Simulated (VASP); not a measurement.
Write the native input for VASP 6.6.1 that does the following.

| Item | Value |
| --- | --- |
| Task | relaxation of cell and atoms |
| Functional | PBE |
| Potentials or basis | VASP PAW PBE potentials, release 64 (La, Nb_sv, O) |
| Cutoff | 600 eV |
| k mesh | 4 × 4 × 4 |
| Occupations | gaussian, width 0.1 eV |
| Spin | no spin polarisation |
| Dipole correction | no |
| Further INCAR settings | ALGO = Normal; EDIFF = 1e-06; IBRION = 2; EDIFFG = -0.04; NSW = 90; ISIF = 3 |

The structure of LaNb2O2 lies in POSCAR:

```
LaNb2O2
1.0
    3.8759638400      0.0000000000      0.0000000000
    0.0000000000      4.0789026200      0.0000000000
    0.0000000000      0.0000000000      4.9759221000
La Nb O
1 2 2
Direct
    0.0000000000      0.5000000000      0.0000000000
    0.5000000000      0.5000000000      0.7747877600
    0.5000000000      0.5000000000      0.2252122400
    0.5000000000      0.5000000000      0.5000000000
    0.0000000000      0.0000000000      0.5000000000
```

One way to write it, as run:

INCAR

```
PREC = Accurate ; ENCUT = 600
EDIFF = 1E-6 ; ISMEAR = 0
SIGMA = 0.1 ; LREAL = F
LASPH = T ; NELM = 60
ALGO = Normal ; ISIF = 3
LWAVE = F ; LCHARG = F
GGA = PE ; IBRION = 2
NSW = 90 ; EDIFFG = -0.04
```

KPOINTS

```
regular mesh
0
Gamma
  4 4 4
```

Potentials or basis: VASP PAW PBE potentials, release 64 (La, Nb_sv, O).

The run is started by

```console
$ cat potpaw_PBE.64/La/POTCAR potpaw_PBE.64/Nb_sv/POTCAR potpaw_PBE.64/O/POTCAR > POTCAR
$ mpirun -np 1 vasp_std > vasp.out
```

It gave:

* Relaxed volume: 20.03 Å³/atom
* Relaxed cell: a = 5.572 Å, b = 3.052 Å, c = 5.890 Å, α = 90.00°, β = 90.00°, γ = 90.00°
* Space group after relaxing (to 0.05 Å): Pmmm (No. 47)
* Energy gained by relaxing: 5049.0 meV/atom
* Ionic steps: 54
* Pressure after relaxing: 0.0 GPa
* Largest force after relaxing: 0.028 eV/Å

Caveat: the k points lie up to 0.51 Å⁻¹ apart in the final cell; the volume moved by over 15 % at a fixed basis, so the end points are rough; an odd number of electrons without spin polarisation forces a metal; a magnetic or distorted state may lie lower.

Wall time 39 min on 1 thread of Intel(R) Xeon(R) 6975P-C (Granite Rapids), on a shared host, peak memory 0.29 GiB.
